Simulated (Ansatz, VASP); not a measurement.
## TlBr in VASP and in Ansatz

```xyz
2
Lattice="3.9145 0.0000 0.0000 0.0000 3.9145 0.0000 0.0000 0.0000 3.9145" Properties=species:S:1:pos:R:3 pbc="T T T"
Tl    0.0000    0.0000    0.0000
Br    1.9573    1.9573    1.9573
```

Alike in both runs: task single point; functional PBEsol; k mesh 6 × 6 × 6; non-collinear spin, spin-orbit coupling.

|  | VASP | Ansatz |
| --- | --- | --- |
| version | VASP 6.6.1 | Ansatz 0.2.0 |
| potentials or method | VASP PAW PBE potentials, release 64 (Tl_d, Br), cutoff 500 eV | all-electron LAPW |
| occupations | gaussian, width 0.01 eV | fixed |

Ansatz gave:

```
pressure (GPa)           : -0.2
net moment per atom (μB) : 0.00
```

Estimate VASP's values.

pressure (GPa): -0.1; net moment per atom (μB): 0.00.

VASP's potentials were made for PBE, not for PBEsol. Ansatz ran all-electron here, and VASP with PAW potentials.
